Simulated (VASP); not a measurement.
# Re (P6_3/mmc) in VASP: a series of runs

Runs on Re. Level: LDA. Tasks: single point.

All numbers are computed with VASP 6.6.1; they aren't measurements. Logs are shortened: lines on timing, memory, paths and dates and some standing lists are left out, and cuts for length are marked.

## 1. The cell of the first run

The structure is hexagonal, space group P6_3/mmc (No. 194). The conventional cell has a = 2.704 Å, b = 2.704 Å, c = 4.367 Å, α = 90.00°, β = 90.00°, γ = 120.00°. Within 3.5 Å of Re (site symmetry -6m2) lie 12 Re at 2.68 to 2.70 Å.

## 2. Single point, LDA (volume scaled by 0.94)

INCAR reads:

```
SYSTEM = Re
ALGO = Fast
EDIFF = 1E-7
ENCUT = 520
ISIF = 2
ISMEAR = -1
LASPH = .TRUE.
LCHARG = .FALSE.
LREAL = .FALSE.
LWAVE = .FALSE.
NBANDS = 14
NELM = 80
PREC = Accurate
SIGMA = 0.05
```

KPOINTS reads:

```
k-points
0
G
  11 11 6
  0 0 0
```

POSCAR reads:

```
Re
1.0
    2.7044413289      0.0000000000      0.0000000000
   -1.3522206645      2.3421148939      0.0000000000
    0.0000000000      0.0000000000      4.3671907899
Re
2
Direct
    0.6666666667      0.3333333333      0.7500000000
    0.3333333333      0.6666666667      0.2500000000
```

Potentials or basis: VASP PAW LDA potentials, release 64 (Re).

Command:

```
cat potpaw_LDA.64/Re/POTCAR > POTCAR
mpirun -np 1 vasp_std > vasp.out
```

OUTCAR:

```text
SYSTEM = Re
   EDIFF = 1E-7
   ENCUT = 520
   ISIF = 2
   ISMEAR = -1
   LASPH = .TRUE.
   LREAL = .FALSE.
   NELM = 80
   PREC = Accurate

 ion  position               nearest neighbor table
   1  0.667  0.333  0.750-   2 2.68   2 2.68   2 2.68   2 2.68   2 2.68   2 2.68
   2  0.333  0.667  0.250-   1 2.68   1 2.68   1 2.68   1 2.68   1 2.68   1 2.68

  LATTYP: Found a hexagonal cell.
 ALAT       =     2.7044413289
 C/A-ratio  =     1.6148217908

  Lattice vectors:

 A1 = (   2.7044413289,   0.0000000000,   0.0000000000)
 A2 = (  -1.3522206645,   2.3421148939,   0.0000000000)
 A3 = (   0.0000000000,   0.0000000000,   4.3671907899)

Analysis of symmetry for initial positions (statically):
=====================================================================
 Subroutine PRICEL returns:
 Original cell was already a primitive cell.

 Routine SETGRP: Setting up the symmetry group for a
 hexagonal supercell.

 Subroutine GETGRP returns: Found 24 space group operations
 (whereof 12 operations were pure point group operations)
 out of a pool of 24 trial point group operations.

The static configuration has the point symmetry D_3d.
 The point group associated with its full space group is D_6h.

Analysis of symmetry for dynamics (positions and initial velocities):
=====================================================================
 Subroutine PRICEL returns:
 Original cell was already a primitive cell.

 Routine SETGRP: Setting up the symmetry group for a
 hexagonal supercell.

 Subroutine GETGRP returns: Found 24 space group operations
 (whereof 12 operations were pure point group operations)
 out of a pool of 24 trial point group operations.

The dynamic configuration has the point symmetry D_3d.
 The point group associated with its full space group is D_6h.

 Subroutine INISYM returns: Found 24 space group operations
 (whereof 12 operations are pure point group operations),
 and found     1 'primitive' translations

----------------------------------------------------------------------------------------

                                     Primitive cell

  volume of cell :      27.6623

  direct lattice vectors                    reciprocal lattice vectors
     2.704441329  0.000000000  0.000000000     0.369762135  0.213482268  0.000000000
    -1.352220664  2.342114894  0.000000000     0.000000000  0.426964536  0.000000000
     0.000000000  0.000000000  4.367190790     0.000000000  0.000000000  0.228980150

[... 93 lines left out ...]
   PSTRESS=    0.0 pullay stress
   NELECT =      14.0000    total number of electrons
   NUPDOWN=      -1.0000    fix difference up-down
   EMIN   =  10.00;   EMAX   =-10.00  energy-range for DOS
   EFERMI =   0.00;   METHOD = LEGACY
   ISMEAR =    -1;   SIGMA  =   0.05  broadening in eV -4-tet -1-fermi 0-gaus
   EFERMI_NEDOS =   21; number of points for ismear=-14 and -15
   IALGO  =     68    algorithm
   IMIX   =      4    mixing-type and parameters
     AMIX     =   0.40;   BMIX     =  1.00
     AMIX_MAG =   1.60;   BMIX_MAG =  1.00
  volume/ion in A,a.u.               =      13.83        93.34
  Fermi-wavevector in a.u.,A,eV,Ry     =   1.304633  2.465398 23.158014  1.702066
  Thomas-Fermi vector in A             =   2.435555
   LORBIT       =      0    0 simple, 1 ext, 2 COOP (PROOUT), +10 PAW based schemes
   GGA     = CA    functional components
   LHFCALC =     F    Hartree Fock is set to
   AEXX    =    0.0000 exact exchange contribution
   IVDW    =     0    specifies the selected vdW correction
   LEPSILON=     F    determine dielectric tensor
   LRPA    =     F    only Hartree local field effects (RPA)
 non-spin polarized calculation
 RMM-DIIS sequential band-by-band and
  energy-cutoff  :      520.00
  volume of cell :       27.66
 maximum number of plane-waves:       768
 NGX is ok and might be reduce to    20
   NGX =  9   NGY =  9   NGZ = 17

 number of electron      14.0000000 magnetization

 Free energy of the ion-electron system (eV)
  ---------------------------------------------------
  ext. energy  EPLUGINS =         0.00000000
  ---------------------------------------------------
  free energy    TOTEN  =       -27.47314261 eV

  energy without entropy =      -27.46176639  energy(sigma->0) =      -27.46745450

 E-fermi :   8.6787     XC(G=0): -14.1772

 val. band max:        8.6225580602   @ k =   0.4545   0.0909   0.1667
 cond. band min:       8.6869096409   @ k =   0.1818   0.0909   0.0000
 fundamental gap:      0.0643515807
 Fermi energy:         8.6786619220

 k-point     1 :       0.0000    0.0000    0.0000
  band No.  band energies     occupation
      1      -1.5673      2.00000
      2       1.5713      2.00000
      3       6.8709      2.00000
      4       6.8709      2.00000
      5       6.8810      2.00000
      6       7.7952      2.00000
      7       7.7952      2.00000
      8       8.8119      0.13017
      9       8.8119      0.13017
     10       9.5494      0.00000
     11      12.2909      0.00000
     12      12.2909      0.00000
     13      19.5286      0.00000
     14      22.9305      0.00000
[... 377 lines left out ...]
      1       0.8907      2.00000
      2       3.3903      2.00000
      3       4.8341      2.00000
      4       5.1461      2.00000
      5       6.4851      2.00000
      6       7.2604      2.00000
      7       7.9404      2.00000
      8       8.9348      0.01184
      9       9.7218      0.00000
     10      10.1510      0.00000
     11      12.7590      0.00000
     12      16.1272      0.00000
     13      20.6509      0.00000
     14      25.4930      0.00000

 [... further k-points ...]

------------------------ aborting loop because EDIFF is reached ----------------------------------------

  FORCE on cell =-STRESS in cart. coord.  units (eV):
  Direction    XX          YY          ZZ          XY          YZ          ZX
  --------------------------------------------------------------------------------------
  -------------------------------------------------------------------------------------
  Total        3.0366655      3.0366655      2.9768098     -0.0000000      0.0000000      0.0000000
  in kB      175.8812807    175.8812807    172.4144857     -0.0000000      0.0000000      0.0000000
  external PRESSURE =     174.7256823 kB  Pullay stress =       0.0000000 kB

 VOLUME and BASIS-vectors are now :
 -----------------------------------------------------------------------------
  energy-cutoff  :      520.00
  volume of cell :       27.66
      direct lattice vectors                 reciprocal lattice vectors
     2.704441329  0.000000000  0.000000000     0.369762135  0.213482268  0.000000000
    -1.352220664  2.342114894  0.000000000     0.000000000  0.426964536  0.000000000
     0.000000000  0.000000000  4.367190790     0.000000000  0.000000000  0.228980150

 POSITION                                       TOTAL-FORCE (eV/Angst)
 -----------------------------------------------------------------------------------
      1.35222      0.78070      3.27539        -0.000000      0.000000      0.000000
     -0.00000      1.56141      1.09180         0.000000     -0.000000      0.000000
 -----------------------------------------------------------------------------------
    total drift:                               -0.000000      0.000000     -0.000000

  FREE ENERGIE OF THE ION-ELECTRON SYSTEM (eV)
  ---------------------------------------------------
  free  energy   TOTEN  =       -27.4731426135 eV

  energy  without entropy=      -27.4617663936  energy(sigma->0) =      -27.46745450
```

OSZICAR:

```text
N       E                     dE             d eps       ncg     rms          rms(c)
DAV:   1     0.869975687595E+02    0.86998E+02   -0.62186E+03  2162   0.105E+03
DAV:   2    -0.230060674248E+02   -0.11000E+03   -0.92314E+02  2826   0.352E+02
DAV:   3    -0.287832265036E+02   -0.57772E+01   -0.52651E+01  3048   0.109E+02
DAV:   4    -0.288478695449E+02   -0.64643E-01   -0.64535E-01  2550   0.706E+00
DAV:   5    -0.288482611942E+02   -0.39165E-03   -0.39157E-03  3014   0.991E-01    0.478E+01
RMM:   6    -0.278143373368E+02    0.10339E+01   -0.48608E-01  2520   0.112E+01    0.207E+01
RMM:   7    -0.274819663233E+02    0.33237E+00   -0.11319E+00  2708   0.103E+01    0.778E-01
RMM:   8    -0.274765610478E+02    0.54053E-02   -0.24955E-02  2784   0.119E+00    0.681E-01
RMM:   9    -0.274733241598E+02    0.32369E-02   -0.18866E-03  2472   0.529E-01    0.105E-01
RMM:  10    -0.274731422318E+02    0.18193E-03   -0.64065E-04  2600   0.317E-01    0.523E-02
RMM:  11    -0.274731413937E+02    0.83814E-06   -0.15285E-04  2629   0.727E-02    0.783E-03
RMM:  12    -0.274731421914E+02   -0.79774E-06   -0.94750E-06  2643   0.358E-02    0.180E-02
RMM:  13    -0.274731426372E+02   -0.44580E-06   -0.44610E-06  2224   0.962E-03    0.785E-03
RMM:  14    -0.274731426135E+02    0.23693E-07   -0.32409E-07  1640   0.131E-02
   1 F= -.27473143E+02 E0= -.27467455E+02  d E =-.113762E-01
```

stdout:

```text
POSCAR found type information on POSCAR Re
 POSCAR found :  1 types and       2 ions
 scaLAPACK will be used
 LDA part: xc-table for (Slater(with rela. corr.)+CA(PZ))
 , standard interpolation
 POSCAR, INCAR and KPOINTS ok, starting setup
 FFT: planning ... GRIDC
 FFT: planning ... GRID_SOFT
 FFT: planning ... GRID
 WAVECAR not read
 entering main loop
```

It took 18 s on 1 thread of Intel Xeon Platinum 8259CL at 2.50GHz (Skylake/Cascade Lake), shared host; peak memory 0.14 GiB.

What came out:

| Item | Value |
| --- | --- |
| Free energy | -27.4731 eV |
| Pressure | 17.5 GPa |
| Band gap on the k mesh | zero (band 7 reaches 10.31 eV, above the bottom of band 8 at 6.73 eV) |

Levels at points of the mesh, in eV from the Fermi level:
| k point | band 4 | band 5 | band 6 | band 7 | band 8 | band 9 | band 10 | band 11 |
| --- | --- | --- | --- | --- | --- | --- | --- | --- |
| (0.00, 0.00, 0.00) | -1.81 | -1.80 | -0.88 | -0.88 | 0.13 | 0.13 | 0.87 | 3.61 |
| (0.00, 0.00, 0.50) | -2.58 | -1.95 | -1.95 | -1.95 | -1.95 | 2.74 | 2.74 | 2.74 |

Caveat: spin-orbit coupling is left out, which moves the levels of the heavy elements.

## 3. Single point, LDA (volume scaled by 0.96)

INCAR reads:

```
SYSTEM = Re
  PREC = Accurate
  ENCUT = 520
  EDIFF = 1E-6
  ISMEAR = -1
  SIGMA = 0.05
  LREAL = .FALSE.
  LASPH = .TRUE.
  NELM = 100
  ALGO = Normal
  ISIF = 2
  LWAVE = .FALSE.
  LCHARG = .FALSE.
  GGA = CA
  NBANDS = 14
```

KPOINTS reads:

```
regular mesh
0
G
  11 11 6
  0 0 0
```

POSCAR reads:

```
Re
1.0
    2.7234873179      0.0000000000      0.0000000000
   -1.3617436590      2.3586092042      0.0000000000
    0.0000000000      0.0000000000      4.3979466679
Re
2
Direct
    0.6666666667      0.3333333333      0.7500000000
    0.3333333333      0.6666666667      0.2500000000
```

Potentials or basis: VASP PAW LDA potentials, release 64 (Re).

Command:

```
cat potpaw_LDA.64/Re/POTCAR > POTCAR
mpirun -np 1 vasp_std > vasp.out
```

Run time: 16 s. Hardware: 1 thread of Intel Xeon Platinum 8259CL at 2.50GHz (Skylake/Cascade Lake), shared host; peak memory 0.13 GiB.

The run converged. Its results:

| Quantity | Value |
| --- | --- |
| Free energy | -27.5195 eV |
| Pressure | 7.7 GPa |
| Band gap on the k mesh | zero (band 7 reaches 9.96 eV, above the bottom of band 8 at 6.52 eV) |

Stress tensor (GPa, compression positive):
```
7.83 0.00 0.00
0.00 7.83 0.00
0.00 0.00 7.40
```

Levels at points of the mesh, in eV from the Fermi level:
```tsv
k point	band 5	band 6	band 7	band 8	band 9	band 10
(0.00, 0.00, 0.00)	-1.73	-0.85	-0.85	0.14	0.14	0.82
(0.00, 0.00, 0.50)	-1.87	-1.87	-1.87	-1.87	2.66	2.66
```

Caveat: spin-orbit coupling is left out, which moves the levels of the heavy elements.
